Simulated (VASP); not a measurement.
Input of a VASP 6.6.1 run:

INCAR

```
SYSTEM = AlIn
PREC = Accurate
ENCUT = 520
EDIFF = 1E-6
ISMEAR = -1
SIGMA = 0.05
LREAL = .False.
LASPH = .True.
NELM = 80
ALGO = Fast
ISIF = 2
LWAVE = .False.
LCHARG = .False.
GGA = PE
NBANDS = 15
```

File KPOINTS:

```
regular mesh
0
Gamma
  8 8 4
  0 0 0
```

The input POSCAR:

```
AlIn
1.0
    3.0541300000      0.0000000000      0.0000000000
   -1.5270700000      2.6449600000      0.0000000000
    0.0000000000      0.0000000000      5.5948992000
Al In
1 1
Direct
    0.0000000000      0.0000000000      0.0000000000
    0.0000000000      0.0000000000      0.5000000000
```

Potentials or basis: VASP PAW PBE potentials, release 64 (Al, In_d).

Command:

```bash
$ cat potpaw_PBE.64/Al/POTCAR potpaw_PBE.64/In_d/POTCAR > POTCAR
$ mpirun -np 1 vasp_std > vasp.out
```

Predict the band gap on the k mesh.

zero (band 8 reaches 9.21 eV, above the bottom of band 9 at 4.72 eV).

Estimate the pressure.

2.5 GPa.

Stress tensor (GPa, compression positive):
```
1.09 0.00 0.00
0.00 1.09 0.00
0.00 0.00 5.38
```

Caveat: spin-orbit coupling is left out, which moves the levels of the heavy elements.
